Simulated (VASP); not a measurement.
# SrO in VASP: single point with r2SCAN

Aim: the single point of SrO with r2SCAN.

All numbers are computed with VASP 6.6.1; they aren't measurements. Logs are shortened: lines on timing, memory, paths and dates and some standing lists are left out, and cuts for length are marked.

## Step 1: The cell of the first run

The cell holds a disordered packing, 4 atoms: a = 3.820 Å, b = 4.549 Å, c = 4.029 Å, α = 84.24°, β = 87.23°, γ = 111.29°.

## Step 2: Single point, r2SCAN

POSCAR reads:

```
SrO
1.0
    3.7186410000     -0.8576220000      0.1638010000
   -0.6587100000      4.5007700000     -0.0010290000
    0.1222410000      0.4277100000      4.0043030000
Sr O
2 2
Direct
    0.4849020000      0.9046010000      0.7495910000
    0.1340920000      0.2580320000      0.1978370000
    0.7377560000      0.6603490000      0.1668160000
    0.9146860000      0.5813290000      0.5040690000
```

INCAR.step1 reads:

```
PREC = Accurate
ENCUT = 520
ISMEAR = -1
SIGMA = 0.1
LREAL = F
LASPH = T
NELM = 80
NBANDS = 24
GGA = PE
ALGO = Normal
EDIFF = 1E-4
LWAVE = T
LCHARG = F
```

INCAR.step2 reads:

```
PREC = Accurate
ENCUT = 520
EDIFF = 1E-6
ISMEAR = -1
SIGMA = 0.1
LREAL = F
LASPH = T
NELM = 80
ALGO = Normal
ISIF = 2
LWAVE = F
LCHARG = T
METAGGA = R2SCAN
LMIXTAU = T
LELF = T
LVHAR = T
NBANDS = 24
ISTART = 1
```

KPOINTS reads:

```
Automatic mesh
0
Gamma
  5 4 5
  0.5 0 0
```

Potentials or basis: VASP PAW PBE potentials, release 64 (Sr_sv, O).

On the command line:

```
cat potpaw_PBE.64/Sr_sv/POTCAR potpaw_PBE.64/O/POTCAR > POTCAR
cp INCAR.step1 INCAR
mpirun -np 1 vasp_std > vasp.out
cp INCAR.step2 INCAR
mpirun -np 1 vasp_std > vasp.out
```

OUTCAR:

```text
PREC = Accurate
   ENCUT = 520
   EDIFF = 1E-6
   ISMEAR = -1
   LREAL = F
   LASPH = T
   NELM = 80
   ISIF = 2
   METAGGA = R2SCAN
   ISTART = 1

 ion  position               nearest neighbor table
   1  0.485  0.905  0.750-   3 2.36   4 2.46   4 2.78   4 2.95   3 2.96   3 3.01   2 3.09   2 3.09
                             2 3.09   2 3.18   2 3.23   4 3.50   2 3.76   2 4.77   2 5.05   2 5.08
   2  0.134  0.258  0.198-   3 2.35   4 2.36   3 2.61   3 2.76   4 2.99   1 3.09   1 3.09   1 3.09
                             4 3.18   1 3.18   1 3.23   4 3.31   1 3.76   1 4.77   1 5.05   1 5.08
   3  0.738  0.660  0.167-   4 1.61   2 2.35   1 2.36   2 2.61   2 2.76   1 2.96   1 3.01
   4  0.915  0.581  0.504-   3 1.61   2 2.36   1 2.46   1 2.78   1 2.95   2 2.99   2 3.18   2 3.31
                             1 3.50

  LATTYP: Found a triclinic cell.
 ALAT       =     5.4162373399
 B/A-ratio  =     1.4700044107
 C/A-ratio  =     1.9040822590
 COS(alpha) =     0.0053859856
 COS(beta)  =     0.5691038577
 COS(gamma) =     0.8123779630

  Lattice vectors:

 A1 = (   3.5964000000,  -1.2853320000,  -3.8405020000)
 A2 = (   6.6563310000,   2.3578160000,  -3.6777300000)
 A3 = (   1.1951790000,  -9.4292500000,  -4.0022450000)

Analysis of symmetry for initial positions (statically):
=====================================================================
 Subroutine PRICEL returns:
 Original cell was already a primitive cell.

 Routine SETGRP: Setting up the symmetry group for a
 triclinic supercell.

 Subroutine GETGRP returns: Found  1 space group operations
 (whereof  1 operations were pure point group operations)
 out of a pool of  2 trial point group operations.

The static configuration has the point symmetry C_1 .

Analysis of symmetry for dynamics (positions and initial velocities):
=====================================================================
 Subroutine PRICEL returns:
 Original cell was already a primitive cell.

 Routine SETGRP: Setting up the symmetry group for a
 triclinic supercell.

 Subroutine GETGRP returns: Found  1 space group operations
 (whereof  1 operations were pure point group operations)
 out of a pool of  2 trial point group operations.

The dynamic configuration has the point symmetry C_1 .

 Subroutine INISYM returns: Found  1 space group operations
 (whereof  1 operations are pure point group operations),
 and found     1 'primitive' translations

----------------------------------------------------------------------------------------

                                     Primitive cell

  volume of cell :      64.6224

  direct lattice vectors                    reciprocal lattice vectors
     3.718641000 -0.857622000  0.163801000     0.278895532  0.040814800 -0.012873493
    -0.658710000  4.500770000 -0.001029000     0.054226398  0.230114508 -0.026234520
     0.122241000  0.427710000  4.004303000    -0.011394634 -0.001610447  0.250251216

  length of vectors
     3.819769253  4.548717458  4.028935495     0.282160048  0.237868533  0.250515673

  position of ions in fractional coordinates (direct lattice)
     0.484902000  0.904601000  0.749591000
     0.134092000  0.258032000  0.197837000
     0.737756000  0.660349000  0.166816000
     0.914686000  0.581329000  0.504069000

  ion indices of the primitive-cell ions
   primitive index   ion index
                 1           1
                 2           2
                 3           3
                 4           4

----------------------------------------------------------------------------------------

 KPOINTS: Automatic mesh

Automatic generation of k-mesh.
 Grid dimensions read from file:
 generate k-points for:    5    4    5

 Generating k-lattice:

  Cartesian coordinates                     Fractional coordinates (reciprocal lattice)
     0.055779106  0.008162960 -0.002574699     0.200000000  0.000000000 -0.000000000
     0.013556599  0.057528627 -0.006558630    -0.000000000  0.250000000  0.000000000
    -0.002278927 -0.000322089  0.050050243     0.000000000 -0.000000000  0.200000000

  Length of vectors
     0.056432010  0.059467133  0.050103135

  Shift w.r.t. Gamma in fractional coordinates (k-lattice)
     0.500000000  0.000000000  0.000000000

 Subroutine IBZKPT returns following result:
 ===========================================

 Found     51 irreducible k-points:

 Following reciprocal coordinates:
            Coordinates               Weight
  0.100000 -0.000000  0.000000      2.000000
  0.300000  0.000000  0.000000      2.000000
  0.500000 -0.000000 -0.000000      1.000000
  0.100000  0.250000  0.000000      2.000000
  0.300000  0.250000 -0.000000      2.000000
  0.500000  0.250000  0.000000      2.000000
[... 16 lines left out ...]
  0.300000  0.500000  0.200000      2.000000
  0.500000  0.500000  0.200000      2.000000
 [... further k-points ...]
   k-points           NKPTS =     51   k-points in BZ     NKDIM =     51   number of bands    NBANDS=     24
   number of dos      NEDOS =    301   number of ions     NIONS =      4
   total plane-waves  NPLWV =  30240
   dimension x,y,z NGX =    28 NGY =   36 NGZ =   30
   dimension x,y,z NGXF=    56 NGYF=   72 NGZF=   60
   ions per type =               2   2
   NGX,Y,Z   is equivalent  to a cutoff of  12.19, 13.16, 12.38 a.u.
   NGXF,Y,Z  is equivalent  to a cutoff of  24.37, 26.31, 24.76 a.u.
 SYSTEM =  unknown system
   PREC   = accura    normal or accurate (medium, high low for compatibility)
   ISTART =      1    job   : 0-new  1-cont  2-samecut
   ICHARG =      0    charge: 1-file 2-atom 10-const
   ISPIN  =      1    spin polarized calculation?
   LNONCOLLINEAR =      F non collinear calculations
   LSORBIT =      F    spin-orbit coupling
   LASPH  =      T    aspherical Exc in radial PAW
   ENCUT  =  520.0 eV  38.22 Ry    6.18 a.u.   7.10  8.46  7.49*2*pi/ulx,y,z
   NELM   =     80;   NELMIN=  2; NELMDL=  0     # of ELM steps
   EDIFF  = 0.1E-05   stopping-criterion for ELM
   LREAL  =      F    real-space projection
   EDIFFG = 0.1E-04   stopping-criterion for IOM
   NSW    =      0    number of steps for IOM
   IBRION =     -1    ionic relax: 0-MD 1-quasi-New 2-CG
   NFREE  =      0    steps in history (QN), initial steepest desc. (CG)
   ISIF   =      2    stress and relaxation
   ISYM   =      2    0-nonsym 1-usesym 2-fastsym
   POTIM  = 0.5000    time-step for ionic-motion
   TEBEG  =    0.0;   TEEND  =   0.0 temperature during run
   PSTRESS=    0.0 pullay stress
   NELECT =      32.0000    total number of electrons
   NUPDOWN=      -1.0000    fix difference up-down
   EMIN   =  10.00;   EMAX   =-10.00  energy-range for DOS
   EFERMI =   0.00;   METHOD = LEGACY
   ISMEAR =    -1;   SIGMA  =   0.10  broadening in eV -4-tet -1-fermi 0-gaus
   EFERMI_NEDOS =   21; number of points for ismear=-14 and -15
   IALGO  =     38    algorithm
   IMIX   =      4    mixing-type and parameters
     AMIX     =   0.40;   BMIX     =  1.00
     AMIX_MAG =   1.60;   BMIX_MAG =  1.00
  volume/ion in A,a.u.               =      16.16       109.02
  Fermi-wavevector in a.u.,A,eV,Ry     =   1.295181  2.447538 22.823699  1.677495
  Thomas-Fermi vector in A             =   2.426717
   LORBIT       =      0    0 simple, 1 ext, 2 COOP (PROOUT), +10 PAW based schemes
   METAGGA = R2SCAN    functional components
   LHFCALC =     F    Hartree Fock is set to
   AEXX    =    0.0000 exact exchange contribution
   IVDW    =     0    specifies the selected vdW correction
   LEPSILON=     F    determine dielectric tensor
   LRPA    =     F    only Hartree local field effects (RPA)
 non-spin polarized calculation
  energy-cutoff  :      520.00
  volume of cell :       64.62
 maximum number of plane-waves:      1756
   NGX = 15   NGY = 17   NGZ = 15

 number of electron      31.9999996 magnetization

 Free energy of the ion-electron system (eV)
  ---------------------------------------------------
  ext. energy  EPLUGINS =         0.00000000
  ---------------------------------------------------
  free energy    TOTEN  =       -45.15384018 eV

  energy without entropy =      -45.08378243  energy(sigma->0) =      -45.11881130

 E-fermi :   5.7762     XC(G=0): -10.9998

 val. band max:        5.7388743011   @ k =   0.5000   0.2500   0.4000
 cond. band min:       5.8192732426   @ k =   0.1000  -0.2500   0.2000
 fundamental gap:      0.0803989415
 Fermi energy:         5.7762113972

 k-point     1 :       0.1000   -0.0000    0.0000
  band No.  band energies     occupation
      1     -32.2592      2.00000
      2     -31.6510      2.00000
      3     -17.3272      2.00000
      4     -14.6249      2.00000
      5     -13.9849      2.00000
      6     -13.7526      2.00000
[... 16 lines left out ...]
     23      10.8334      0.00000
     24      11.7390      0.00000

 k-point     2 :       0.3000    0.0000    0.0000
  band No.  band energies     occupation
      1     -32.1781      2.00000
      2     -31.7041      2.00000
      3     -17.4992      2.00000
      4     -14.6308      2.00000
      5     -13.9780      2.00000
      6     -13.8731      2.00000
[... 16 lines left out ...]
     23      11.0321      0.00000
     24      11.7880      0.00000

 k-point     3 :       0.5000   -0.0000   -0.0000
  band No.  band energies     occupation
      1     -32.1160      2.00000
      2     -31.7488      2.00000
      3     -17.6227      2.00000
      4     -14.6040      2.00000
      5     -13.8195      2.00000
      6     -13.6246      2.00000
[... 16 lines left out ...]
     23      11.2974      0.00000
     24      12.2718      0.00000

 k-point     4 :       0.1000    0.2500    0.0000
  band No.  band energies     occupation
      1     -32.2023      2.00000
      2     -31.7056      2.00000
      3     -17.5636      2.00000
      4     -14.5573      2.00000
      5     -13.9793      2.00000
      6     -13.7174      2.00000
[... 16 lines left out ...]
     23      10.5839      0.00000
     24      11.4931      0.00000

 k-point     5 :       0.3000    0.2500   -0.0000
  band No.  band energies     occupation
      1     -32.1292      2.00000
      2     -31.7508      2.00000
      3     -17.6847      2.00000
      4     -14.4036      2.00000
      5     -13.8206      2.00000
      6     -13.7016      2.00000
[... 16 lines left out ...]
     23      11.6051      0.00000
     24      12.2463      0.00000

 k-point     6 :       0.5000    0.2500    0.0000
  band No.  band energies     occupation
      1     -32.1177      2.00000
      2     -31.7458      2.00000
      3     -17.6289      2.00000
      4     -14.3588      2.00000
      5     -14.0294      2.00000
      6     -13.7026      2.00000
[... 16 lines left out ...]
     23      11.7409      0.00000
     24      12.3418      0.00000
[... 379 lines left out ...]
 k-point    21 :      -0.1000    0.2500    0.2000
  band No.  band energies     occupation
      1     -32.2085      2.00000
      2     -31.6913      2.00000
      3     -17.3914      2.00000
      4     -14.7095      2.00000
      5     -13.9172      2.00000
      6     -13.8802      2.00000
[... 16 lines left out ...]
     23      10.8530      0.00000
     24      11.5489      0.00000

 k-point    22 :       0.1000    0.5000    0.2000
  band No.  band energies     occupation
      1     -32.1480      2.00000
      2     -31.7486      2.00000
      3     -17.6730      2.00000
      4     -14.4749      2.00000
      5     -14.0829      2.00000
      6     -13.6580      2.00000
[... 16 lines left out ...]
     23      10.4826      0.00000
     24      11.6366      0.00000

 k-point    23 :       0.3000    0.5000    0.2000
  band No.  band energies     occupation
      1     -32.1210      2.00000
      2     -31.7486      2.00000
      3     -17.6048      2.00000
      4     -14.3118      2.00000
      5     -14.1385      2.00000
      6     -13.7952      2.00000
[... 16 lines left out ...]
     23      10.9558      0.00000
     24      11.9701      0.00000

 k-point    24 :       0.5000    0.5000    0.2000
  band No.  band energies     occupation
      1     -32.1098      2.00000
      2     -31.7423      2.00000
      3     -17.5193      2.00000
      4     -14.4851      2.00000
      5     -14.1447      2.00000
      6     -13.8534      2.00000
[... 16 lines left out ...]
     23      11.5024      0.00000
     24      11.9092      0.00000

 [... further k-points ...]

------------------------ aborting loop because EDIFF is reached ----------------------------------------

  FORCE on cell =-STRESS in cart. coord.  units (eV):
  Direction    XX          YY          ZZ          XY          YZ          ZX
  --------------------------------------------------------------------------------------
  -------------------------------------------------------------------------------------
  Total        5.2619718      0.5918166     14.1103514     -0.7704087     -2.6055687      3.4004972
  in kB      130.4596759     14.6728641    349.8368954    -19.1006852    -64.5996727     84.3082741
  external PRESSURE =     164.9898118 kB  Pullay stress =       0.0000000 kB

 VOLUME and BASIS-vectors are now :
 -----------------------------------------------------------------------------
  energy-cutoff  :      520.00
  volume of cell :       64.62
      direct lattice vectors                 reciprocal lattice vectors
     3.718641000 -0.857622000  0.163801000     0.278895532  0.040814800 -0.012873493
    -0.658710000  4.500770000 -0.001029000     0.054226398  0.230114508 -0.026234520
     0.122241000  0.427710000  4.004303000    -0.011394634 -0.001610447  0.250251216

 POSITION                                       TOTAL-FORCE (eV/Angst)
 -----------------------------------------------------------------------------------
      1.29894      3.97615      3.08009        -0.136858     -1.075446     -0.838547
      0.35286      1.13096      0.81390        -0.237550      0.349860      0.986831
      2.32886      2.41071      0.78815        -1.576327      2.106853     -4.244327
      3.08008      2.04757      2.16767         1.950735     -1.381267      4.096043
 -----------------------------------------------------------------------------------
    total drift:                                0.000191     -0.000548      0.000377

  FREE ENERGIE OF THE ION-ELECTRON SYSTEM (eV)
  ---------------------------------------------------
  free  energy   TOTEN  =       -45.1538401817 eV

  energy  without entropy=      -45.0837824279  energy(sigma->0) =      -45.11881130
```

Run time: 3.2 min. Hardware: 1 thread of Intel Xeon Platinum 8375C at 2.90GHz (Ice Lake), shared host; peak memory 0.22 GiB.

What came out:

| Quantity | Value |
| --- | --- |
| Free energy | -45.1538 eV |
| Pressure | 16.5 GPa |
| Largest force | 4.994 eV/Å |
| Band gap on the k mesh | zero (bands 16 and 17 overlap by 0.84 eV) |

Forces in eV/Å, atoms in the order of the input:
```
Sr  -0.137 -1.075 -0.839
Sr  -0.238  0.350  0.987
O   -1.576  2.107 -4.244
O    1.951 -1.381  4.096
```

Caveat: the k points lie up to 0.37 Å⁻¹ apart, too coarse for converged energies and pressures of a metal; the PAW data sets were made with another functional, which shifts forces and pressure a little.
